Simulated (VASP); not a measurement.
# Ga (Pm-3m) in VASP: further runs

Ga is run at these levels: PBEsol; tasks: single point.

Everything below comes from runs of VASP 6.6.1. Logs are shortened: lines on timing, memory, paths and dates and some standing lists are left out, and cuts for length are marked.

**1. The cell of the first run**

It takes space group Pm-3m (No. 221, cubic). Conventional cell: a = 2.245 Å, b = 2.245 Å, c = 2.245 Å, α = 90.00°, β = 90.00°, γ = 90.00°. Ga (site symmetry m-3m) has 6 Ga at 2.25 Å within 3.0 Å.

**2. Single point, PBEsol**

Input file INCAR:

```
ALGO     = Normal         # electronic algorithm
EDIFF    = 1E-6           # SCF threshold, eV
ENCUT    = 520            # plane-wave cutoff, eV
GGA      = PS             # functional
ISIF     = 2              # what is computed and relaxed
ISMEAR   = -1             # smearing method
LASPH    = True           # aspherical terms in the spheres
LCHARG   = True           # write CHGCAR
LELF     = True           # ELF
LREAL    = False          # projectors in reciprocal space
LVHAR    = True         
LWAVE    = False          # write WAVECAR
NBANDS   = 12             # bands
NELM     = 80             # most SCF steps
PREC     = Accurate       # precision mode
SIGMA    = 0.08           # smearing width, eV
```

Input file KPOINTS:

```
k-points
0
Gamma
  16 16 16
```

Input file POSCAR:

```
Ga
1.0
    2.2452432013      0.0000000000      0.0000000000
    0.0000000000      2.2452432013      0.0000000000
    0.0000000000      0.0000000000      2.2452432013
Ga
1
Direct
    0.0000000000      0.0000000000      0.0000000000
```

Potentials or basis: VASP PAW PBE potentials, release 64 (Ga_d).

Run with:

```sh
$ cat potpaw_PBE.64/Ga_d/POTCAR > POTCAR
$ mpirun -np 1 vasp_std > vasp.out
```

OUTCAR:

```text
EDIFF = 1E-6
   ENCUT = 520
   GGA = PS
   ISIF = 2
   ISMEAR = -1
   LASPH = True
   LREAL = False
   NELM = 80
   PREC = Accurate

 ion  position               nearest neighbor table
   1  0.000  0.000  0.000-

  LATTYP: Found a simple cubic cell.
 ALAT       =     2.2452432013

  Lattice vectors:

 A1 = (   2.2452432013,   0.0000000000,   0.0000000000)
 A2 = (   0.0000000000,   2.2452432013,   0.0000000000)
 A3 = (   0.0000000000,   0.0000000000,   2.2452432013)

Analysis of symmetry for initial positions (statically):
=====================================================================
 Subroutine PRICEL returns:
 Original cell was already a primitive cell.

 Routine SETGRP: Setting up the symmetry group for a
 simple cubic supercell.

 Subroutine GETGRP returns: Found 48 space group operations
 (whereof 48 operations were pure point group operations)
 out of a pool of 48 trial point group operations.

The static configuration has the point symmetry O_h .

Analysis of symmetry for dynamics (positions and initial velocities):
=====================================================================
 Subroutine PRICEL returns:
 Original cell was already a primitive cell.

 Routine SETGRP: Setting up the symmetry group for a
 simple cubic supercell.

 Subroutine GETGRP returns: Found 48 space group operations
 (whereof 48 operations were pure point group operations)
 out of a pool of 48 trial point group operations.

The dynamic configuration has the point symmetry O_h .

 Subroutine INISYM returns: Found 48 space group operations
 (whereof 48 operations are pure point group operations),
 and found     1 'primitive' translations

----------------------------------------------------------------------------------------

                                     Primitive cell

  volume of cell :      11.3185

  direct lattice vectors                    reciprocal lattice vectors
     2.245243201  0.000000000  0.000000000     0.445386050  0.000000000  0.000000000
     0.000000000  2.245243201  0.000000000     0.000000000  0.445386050  0.000000000
     0.000000000  0.000000000  2.245243201     0.000000000  0.000000000  0.445386050

  length of vectors
     2.245243201  2.245243201  2.245243201     0.445386050  0.445386050  0.445386050

  position of ions in fractional coordinates (direct lattice)
     0.000000000  0.000000000  0.000000000

  ion indices of the primitive-cell ions
   primitive index   ion index
                 1           1

----------------------------------------------------------------------------------------
[... 75 lines left out ...]
   NFREE  =      0    steps in history (QN), initial steepest desc. (CG)
   ISIF   =      2    stress and relaxation
   ISYM   =      2    0-nonsym 1-usesym 2-fastsym
   POTIM  = 0.5000    time-step for ionic-motion
   TEBEG  =    0.0;   TEEND  =   0.0 temperature during run
   PSTRESS=    0.0 pullay stress
   NELECT =      13.0000    total number of electrons
   NUPDOWN=      -1.0000    fix difference up-down
   EMIN   =  10.00;   EMAX   =-10.00  energy-range for DOS
   EFERMI =   0.00;   METHOD = LEGACY
   ISMEAR =    -1;   SIGMA  =   0.08  broadening in eV -4-tet -1-fermi 0-gaus
   EFERMI_NEDOS =   21; number of points for ismear=-14 and -15
   IALGO  =     38    algorithm
   IMIX   =      4    mixing-type and parameters
     AMIX     =   0.40;   BMIX     =  1.00
     AMIX_MAG =   1.60;   BMIX_MAG =  1.00
  volume/ion in A,a.u.               =      11.32        76.38
  Fermi-wavevector in a.u.,A,eV,Ry     =   1.714454  3.239849 39.992329  2.939353
  Thomas-Fermi vector in A             =   2.792009
   LORBIT       =      0    0 simple, 1 ext, 2 COOP (PROOUT), +10 PAW based schemes
   GGA     = PS    functional components
   LHFCALC =     F    Hartree Fock is set to
   AEXX    =    0.0000 exact exchange contribution
   IVDW    =     0    specifies the selected vdW correction
   LEPSILON=     F    determine dielectric tensor
   LRPA    =     F    only Hartree local field effects (RPA)
 non-spin polarized calculation
  energy-cutoff  :      520.00
  volume of cell :       11.32
 maximum number of plane-waves:       320
 NGX is ok and might be reduce to    18
   NGX =  9   NGY =  9   NGZ =  9

 number of electron      12.9999999 magnetization

 Free energy of the ion-electron system (eV)
  ---------------------------------------------------
  ext. energy  EPLUGINS =         0.00000000
  ---------------------------------------------------
  free energy    TOTEN  =        -1.82314715 eV

  energy without entropy =       -1.81657906  energy(sigma->0) =       -1.81986311

 E-fermi :  11.0318     XC(G=0): -13.9366

 val. band max:       11.0064524409   @ k =   0.5000   0.4375   0.2500
 cond. band min:      11.0917515022   @ k =   0.3750   0.3125   0.1250
 fundamental gap:      0.0852990613
 Fermi energy:        11.0317866359

 k-point     1 :       0.0000    0.0000    0.0000
  band No.  band energies     occupation
      1      -5.7952      2.00000
      2      -5.7952      2.00000
      3      -4.5754      2.00000
      4      -3.9922      2.00000
      5      -3.9922      2.00000
      6      -3.9922      2.00000
      7      24.4516      0.00000
      8      24.4516      0.00000
      9      24.4516      0.00000
     10      27.6537      0.00000
     11      27.6537      0.00000
     12      33.3577      0.00000
[... 331 lines left out ...]
 k-point    24 :       0.5000    0.1250    0.0000
  band No.  band energies     occupation
      1      -5.5148      2.00000
      2      -4.8949      2.00000
      3      -4.7069      2.00000
      4      -4.4972      2.00000
      5      -4.0188      2.00000
      6       4.0331      2.00000
      7       4.3708      2.00000
      8      26.3955      0.00000
      9      27.5625      0.00000
     10      31.8052      0.00000
     11      33.2581      0.00000
     12      36.0583      0.00000

 [... further k-points ...]
[... 5 lines left out ...]
  --------------------------------------------------------------------------------------
  -------------------------------------------------------------------------------------
  Total        7.1082128      7.1082128      7.1082128     -0.0000000     -0.0000000     -0.0000000
  in kB     1006.1919324   1006.1919324   1006.1919324     -0.0000000     -0.0000000     -0.0000000
  external PRESSURE =    1006.1919324 kB  Pullay stress =       0.0000000 kB

 VOLUME and BASIS-vectors are now :
 -----------------------------------------------------------------------------
  energy-cutoff  :      520.00
  volume of cell :       11.32
      direct lattice vectors                 reciprocal lattice vectors
     2.245243201  0.000000000  0.000000000     0.445386050  0.000000000  0.000000000
     0.000000000  2.245243201  0.000000000     0.000000000  0.445386050  0.000000000
     0.000000000  0.000000000  2.245243201     0.000000000  0.000000000  0.445386050

 POSITION                                       TOTAL-FORCE (eV/Angst)
 -----------------------------------------------------------------------------------
      0.00000      0.00000      0.00000         0.000000      0.000000      0.000000
 -----------------------------------------------------------------------------------
    total drift:                                0.000000      0.000000     -0.000000

  FREE ENERGIE OF THE ION-ELECTRON SYSTEM (eV)
  ---------------------------------------------------
  free  energy   TOTEN  =        -1.8231471537 eV

  energy  without entropy=       -1.8165790583  energy(sigma->0) =       -1.81986311
```

It took 9.2 s on 1 thread of AMD EPYC 9R45 (Zen 5), shared host; peak memory 0.1 GiB.

What came out:

| Quantity | Value |
| --- | --- |
| Free energy | -1.8231 eV |
| Pressure | 100.6 GPa |

Levels at points of the mesh, in eV from the Fermi level:
```csv
k point,band 4,band 5,band 6,band 7,band 8,band 9,band 10,band 11
"(0.00, 0.00, 0.00)",-15.02,-15.02,-15.02,13.42,13.42,13.42,16.62,16.62
"(0.50, 0.00, 0.00)",-15.54,-14.98,-7.60,-6.99,20.13,20.13,21.30,22.27
"(0.50, 0.50, 0.00)",-15.45,-14.61,-1.70,-1.70,1.49,4.23,27.25,27.25
"(0.50, 0.50, 0.50)",-14.58,-14.58,4.26,4.26,4.26,10.35,10.35,10.35
```

Caveat: the PAW data sets were made with another functional, which shifts forces and pressure a little.

**3. Single point, PBEsol**

Input file INCAR:

```
SYSTEM = Ga
PREC = Accurate
ENCUT = 520
EDIFF = 1E-6
ISMEAR = -1
SIGMA = 0.08
LREAL = .FALSE.
LASPH = .TRUE.
NELM = 80
ALGO = Normal
ISIF = 2
LWAVE = .FALSE.
LCHARG = .TRUE.
GGA = PS
LELF = .TRUE.
LVHAR = .TRUE.
NBANDS = 12
```

Input file KPOINTS:

```
Automatic mesh
0
G
  16 16 16
  0 0 0
```

Input file POSCAR:

```
Ga
1.0
    2.2455079555      0.0000000000      0.0000000000
    0.0000000000      2.2455079555      0.0000000000
    0.0000000000      0.0000000000      2.2455079555
Ga
1
Direct
    0.0000000000      0.0000000000      0.0000000000
```

Potentials or basis: VASP PAW PBE potentials, release 64 (Ga_d).

Run with:

```sh
$ cat potpaw_PBE.64/Ga_d/POTCAR > POTCAR
$ mpirun -np 1 vasp_std > vasp.out
```

OUTCAR:

```text
SYSTEM = Ga
   PREC = Accurate
   ENCUT = 520
   EDIFF = 1E-6
   ISMEAR = -1
   LREAL = .FALSE.
   LASPH = .TRUE.
   NELM = 80
   ISIF = 2
   GGA = PS

 ion  position               nearest neighbor table
   1  0.000  0.000  0.000-

  LATTYP: Found a simple cubic cell.
 ALAT       =     2.2455079555

  Lattice vectors:

 A1 = (   2.2455079555,   0.0000000000,   0.0000000000)
 A2 = (   0.0000000000,   2.2455079555,   0.0000000000)
 A3 = (   0.0000000000,   0.0000000000,   2.2455079555)

Analysis of symmetry for initial positions (statically):
=====================================================================
 Subroutine PRICEL returns:
 Original cell was already a primitive cell.

 Routine SETGRP: Setting up the symmetry group for a
 simple cubic supercell.

 Subroutine GETGRP returns: Found 48 space group operations
 (whereof 48 operations were pure point group operations)
 out of a pool of 48 trial point group operations.

The static configuration has the point symmetry O_h .

Analysis of symmetry for dynamics (positions and initial velocities):
=====================================================================
[... 160 lines left out ...]
 fundamental gap:      0.0850679461
 Fermi energy:        11.0265729399

 k-point     1 :       0.0000    0.0000    0.0000
  band No.  band energies     occupation
      1      -5.7985      2.00000
      2      -5.7985      2.00000
      3      -4.5767      2.00000
      4      -3.9968      2.00000
      5      -3.9968      2.00000
      6      -3.9968      2.00000
      7      24.4433      0.00000
      8      24.4433      0.00000
      9      24.4433      0.00000
     10      27.6447      0.00000
     11      27.6447      0.00000
     12      33.3467      0.00000
[... 331 lines left out ...]
 k-point    24 :       0.5000    0.1250    0.0000
  band No.  band energies     occupation
      1      -5.5183      2.00000
      2      -4.8986      2.00000
      3      -4.7109      2.00000
      4      -4.5014      2.00000
      5      -4.0233      2.00000
      6       4.0304      2.00000
      7       4.3659      2.00000
      8      26.3856      0.00000
      9      27.5547      0.00000
     10      31.7940      0.00000
     11      33.2496      0.00000
     12      36.0480      0.00000

 [... further k-points ...]
[... 5 lines left out ...]
  --------------------------------------------------------------------------------------
  -------------------------------------------------------------------------------------
  Total        7.0996288      7.0996288      7.0996288      0.0000000      0.0000000     -0.0000000
  in kB     1004.6214159   1004.6214159   1004.6214159      0.0000000      0.0000000     -0.0000000
  external PRESSURE =    1004.6214159 kB  Pullay stress =       0.0000000 kB

 VOLUME and BASIS-vectors are now :
 -----------------------------------------------------------------------------
  energy-cutoff  :      520.00
  volume of cell :       11.32
      direct lattice vectors                 reciprocal lattice vectors
     2.245507955  0.000000000  0.000000000     0.445333537  0.000000000  0.000000000
     0.000000000  2.245507955  0.000000000     0.000000000  0.445333537  0.000000000
     0.000000000  0.000000000  2.245507955     0.000000000  0.000000000  0.445333537

 POSITION                                       TOTAL-FORCE (eV/Angst)
 -----------------------------------------------------------------------------------
      0.00000      0.00000      0.00000         0.000000      0.000000      0.000000
 -----------------------------------------------------------------------------------
    total drift:                                0.000000      0.000000     -0.000000

  FREE ENERGIE OF THE ION-ELECTRON SYSTEM (eV)
  ---------------------------------------------------
  free  energy   TOTEN  =        -1.8256605008 eV

  energy  without entropy=       -1.8190901808  energy(sigma->0) =       -1.82237534
```

OSZICAR:

```text
N       E                     dE             d eps       ncg     rms          rms(c)
DAV:   1     0.380995868719E+02    0.38100E+02   -0.64789E+03  4744   0.218E+03
DAV:   2    -0.619269974435E+00   -0.38719E+02   -0.37020E+02  4108   0.249E+02
DAV:   3    -0.195142161201E+01   -0.13322E+01   -0.13297E+01  4580   0.404E+01
DAV:   4    -0.195893257070E+01   -0.75110E-02   -0.75101E-02  4540   0.298E+00
DAV:   5    -0.195899394514E+01   -0.61374E-04   -0.61375E-04  4560   0.259E-01    0.227E+00
DAV:   6    -0.185721469368E+01    0.10178E+00   -0.15284E-01  4956   0.108E+01    0.104E+00
DAV:   7    -0.182922434843E+01    0.27990E-01   -0.20015E-02  4888   0.319E+00    0.271E-01
DAV:   8    -0.182569566528E+01    0.35287E-02   -0.31767E-03  4752   0.104E+00    0.265E-02
DAV:   9    -0.182567066255E+01    0.25003E-04   -0.20083E-05  4592   0.519E-02    0.115E-02
DAV:  10    -0.182566048502E+01    0.10178E-04   -0.23004E-06  4460   0.316E-02    0.422E-04
DAV:  11    -0.182566050076E+01   -0.15740E-07   -0.52588E-08  2688   0.406E-03
   1 F= -.18256605E+01 E0= -.18223753E+01  d E =-.657032E-02
```

stdout:

```text
POSCAR found type information on POSCAR Ga
 POSCAR found :  1 types and       1 ions
 scaLAPACK will be used
 -----------------------------------------------------------------------------
|                                                                             |
|                                                                             |
|     You enforced a specific xc type in the INCAR file but a different       |
|     I HOPE YOU KNOW WHAT YOU ARE DOING!                                     |
|                                                                             |
 -----------------------------------------------------------------------------

 LDA part: xc-table for (Slater+PW92), standard interpolation
 POSCAR, INCAR and KPOINTS ok, starting setup
 FFT: planning ... GRIDC
 FFT: planning ... GRID_SOFT
 FFT: planning ... GRID
 WAVECAR not read
 entering main loop
```

It took 9.5 s on 1 thread of AMD EPYC 9R45 (Zen 5), shared host; peak memory 0.1 GiB.

Results:

```
Free energy : -1.8257 eV
Pressure    : 100.5 GPa
```

Caveat: the PAW data sets were made with another functional, which shifts forces and pressure a little.
